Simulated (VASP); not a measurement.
# Mg (I4/mmm) in VASP: single point with r2SCAN

Aim: the single point of Mg with r2SCAN.

All numbers are computed with VASP 6.6.1; they aren't measurements. Logs are shortened: lines on timing, memory, paths and dates and some standing lists are left out, and cuts for length are marked.

## Step 1: The cell of the first run

It takes space group I4/mmm (No. 139, tetragonal). Conventional cell: a = 3.672 Å, b = 3.672 Å, c = 3.359 Å, α = 90.00°, β = 90.00°, γ = 90.00°. Mg (site symmetry 4/mmm) has 14 Mg at 3.09 to 3.67 Å within 4.1 Å.

## Step 2: Single point, r2SCAN

POSCAR

```
Mg
1.0
   -1.8359916300      1.8359916300      1.6794040200
    1.8359916300     -1.8359916300      1.6794040200
    1.8359916300      1.8359916300     -1.6794040200
Mg
1
Direct
    0.0000000000      0.0000000000      0.0000000000
```

INCAR.step1

```
SYSTEM = Mg
PREC = Accurate
ENCUT = 520
ISMEAR = 0
SIGMA = 0.15
LREAL = .FALSE.
LASPH = .TRUE.
NELM = 80
NBANDS = 7
GGA = PE
ALGO = Normal
EDIFF = 1E-4
LWAVE = .TRUE.
LCHARG = .FALSE.
```

INCAR.step2

```
SYSTEM = Mg
PREC = Accurate
ENCUT = 520
EDIFF = 1E-6
ISMEAR = 0
SIGMA = 0.15
LREAL = .FALSE.
LASPH = .TRUE.
NELM = 80
ALGO = Normal
ISIF = 2
LWAVE = .FALSE.
LCHARG = .FALSE.
METAGGA = R2SCAN
LMIXTAU = .TRUE.
NBANDS = 7
ISTART = 1
```

KPOINTS

```
Automatic mesh
0
G
  20 20 20
  0 0 0
```

Potentials or basis: VASP PAW PBE potentials, release 64 (Mg).

Started as:

```console
$ cat potpaw_PBE.64/Mg/POTCAR > POTCAR
$ cp INCAR.step1 INCAR
$ mpirun -np 1 vasp_std > vasp.out
$ cp INCAR.step2 INCAR
$ mpirun -np 1 vasp_std > vasp.out
```

OUTCAR:

```text
SYSTEM = Mg
   PREC = Accurate
   ENCUT = 520
   EDIFF = 1E-6
   ISMEAR = 0
   LREAL = .FALSE.
   LASPH = .TRUE.
   NELM = 80
   ISIF = 2
   METAGGA = R2SCAN
   ISTART = 1

 ion  position               nearest neighbor table
   1  0.000  0.000  0.000-

  LATTYP: Found a body centered tetragonal cell.
 ALAT       =     3.6719832600
 C/A-ratio  =     0.9147122419

  Lattice vectors:

 A1 = (  -1.8359916300,   1.8359916300,   1.6794040200)
 A2 = (   1.8359916300,  -1.8359916300,   1.6794040200)
 A3 = (   1.8359916300,   1.8359916300,  -1.6794040200)

Analysis of symmetry for initial positions (statically):
=====================================================================
 Subroutine PRICEL returns:
 Original cell was already a primitive cell.

 Routine SETGRP: Setting up the symmetry group for a
 body centered tetragonal supercell.

 Subroutine GETGRP returns: Found 16 space group operations
 (whereof 16 operations were pure point group operations)
 out of a pool of 16 trial point group operations.

The static configuration has the point symmetry D_4h.

Analysis of symmetry for dynamics (positions and initial velocities):
=====================================================================
 Subroutine PRICEL returns:
 Original cell was already a primitive cell.

 Routine SETGRP: Setting up the symmetry group for a
 body centered tetragonal supercell.

 Subroutine GETGRP returns: Found 16 space group operations
 (whereof 16 operations were pure point group operations)
 out of a pool of 16 trial point group operations.

The dynamic configuration has the point symmetry D_4h.

 Subroutine INISYM returns: Found 16 space group operations
 (whereof 16 operations are pure point group operations),
 and found     1 'primitive' translations

----------------------------------------------------------------------------------------

                                     Primitive cell

  volume of cell :      22.6442

  direct lattice vectors                    reciprocal lattice vectors
    -1.835991630  1.835991630  1.679404020     0.000000000  0.272332396  0.297724665
     1.835991630 -1.835991630  1.679404020     0.272332396  0.000000000  0.297724665
     1.835991630  1.835991630 -1.679404020     0.272332396  0.272332396  0.000000000

  length of vectors
     3.092269133  3.092269133  3.092269133     0.403490905  0.403490905  0.385136168

  position of ions in fractional coordinates (direct lattice)
[... 77 lines left out ...]
   EDIFF  = 0.1E-05   stopping-criterion for ELM
   LREAL  =      F    real-space projection
   EDIFFG = 0.1E-04   stopping-criterion for IOM
   NSW    =      0    number of steps for IOM
   IBRION =     -1    ionic relax: 0-MD 1-quasi-New 2-CG
   NFREE  =      0    steps in history (QN), initial steepest desc. (CG)
   ISIF   =      2    stress and relaxation
   ISYM   =      2    0-nonsym 1-usesym 2-fastsym
   POTIM  = 0.5000    time-step for ionic-motion
   TEBEG  =    0.0;   TEEND  =   0.0 temperature during run
   PSTRESS=    0.0 pullay stress
   NELECT =       2.0000    total number of electrons
   NUPDOWN=      -1.0000    fix difference up-down
   EMIN   =  10.00;   EMAX   =-10.00  energy-range for DOS
   EFERMI =   0.00;   METHOD = LEGACY
   ISMEAR =     0;   SIGMA  =   0.15  broadening in eV -4-tet -1-fermi 0-gaus
   EFERMI_NEDOS =   21; number of points for ismear=-14 and -15
   IALGO  =     38    algorithm
   IMIX   =      4    mixing-type and parameters
     AMIX     =   0.40;   BMIX     =  1.00
     AMIX_MAG =   1.60;   BMIX_MAG =  1.00
  volume/ion in A,a.u.               =      22.64       152.81
  Fermi-wavevector in a.u.,A,eV,Ry     =   0.729065  1.377732  7.231974  0.531535
  Thomas-Fermi vector in A             =   1.820694
   LORBIT       =      0    0 simple, 1 ext, 2 COOP (PROOUT), +10 PAW based schemes
   METAGGA = R2SCAN    functional components
   LHFCALC =     F    Hartree Fock is set to
   AEXX    =    0.0000 exact exchange contribution
   IVDW    =     0    specifies the selected vdW correction
   LEPSILON=     F    determine dielectric tensor
   LRPA    =     F    only Hartree local field effects (RPA)
 non-spin polarized calculation
 Gauss-broadening in eV      SIGMA  =   0.15
  energy-cutoff  :      520.00
  volume of cell :       22.64
 maximum number of plane-waves:       624
   NGX = 11   NGY = 11   NGZ = 11

 number of electron       2.0000000 magnetization

 Free energy of the ion-electron system (eV)
  ---------------------------------------------------
  ext. energy  EPLUGINS =         0.00000000
  ---------------------------------------------------
  free energy    TOTEN  =        -4.12172486 eV

  energy without entropy =       -4.11777385  energy(sigma->0) =       -4.11974935

 E-fermi :   2.7657     XC(G=0):  -9.0840

 val. band max:        2.7572449218   @ k =  -0.1000   0.5000   0.0500
 cond. band min:       2.7774601647   @ k =  -0.1500   0.5000   0.1500
 fundamental gap:      0.0202152429
 Fermi energy:         2.7657319994

 k-point     1 :       0.0000    0.0000    0.0000
  band No.  band energies     occupation
      1      -4.7273      2.00000
      2      15.5016      0.00000
      3      17.4994      0.00000
      4      17.4994      0.00000
      5      17.8313      0.00000
      6      18.2303      0.00000
      7      18.2303      0.00000
[... 221 lines left out ...]
 k-point    24 :      -0.3500    0.0500    0.0000
  band No.  band energies     occupation
      1      -1.9944      2.00000
      2       6.8114      0.00000
      3      11.1682      0.00000
      4      13.2988      0.00000
      5      14.0874      0.00000
      6      16.5923      0.00000
      7      22.3893      0.00000

 [... further k-points ...]

------------------------ aborting loop because EDIFF is reached ----------------------------------------

  FORCE on cell =-STRESS in cart. coord.  units (eV):
  Direction    XX          YY          ZZ          XY          YZ          ZX
  --------------------------------------------------------------------------------------
  -------------------------------------------------------------------------------------
  Total       -0.0780084     -0.0780084      0.0014543      0.0000000      0.0000000      0.0000000
  in kB       -5.5194446     -5.5194446      0.1028979      0.0000000      0.0000000      0.0000000
  external PRESSURE =      -3.6453305 kB  Pullay stress =       0.0000000 kB

 VOLUME and BASIS-vectors are now :
 -----------------------------------------------------------------------------
  energy-cutoff  :      520.00
  volume of cell :       22.64
      direct lattice vectors                 reciprocal lattice vectors
    -1.835991630  1.835991630  1.679404020     0.000000000  0.272332396  0.297724665
     1.835991630 -1.835991630  1.679404020     0.272332396  0.000000000  0.297724665
     1.835991630  1.835991630 -1.679404020     0.272332396  0.272332396  0.000000000

 POSITION                                       TOTAL-FORCE (eV/Angst)
 -----------------------------------------------------------------------------------
      0.00000      0.00000      0.00000         0.000000      0.000000     -0.000000
 -----------------------------------------------------------------------------------
    total drift:                                0.000000      0.000000      0.000000

  FREE ENERGIE OF THE ION-ELECTRON SYSTEM (eV)
  ---------------------------------------------------
  free  energy   TOTEN  =        -4.1217248573 eV

  energy  without entropy=       -4.1177738469  energy(sigma->0) =       -4.11974935
```

It took 1.9 min on 1 thread of Intel Xeon Platinum 8375C at 2.90GHz (Ice Lake), shared host; peak memory 0.23 GiB.

What came out:

```
Free energy            : -4.1217 eV
Pressure               : -0.4 GPa
Band gap on the k mesh : zero (bands 1 and 2 overlap by 4.74 eV)
```

Caveat: the PAW data sets were made with another functional, which shifts forces and pressure a little.
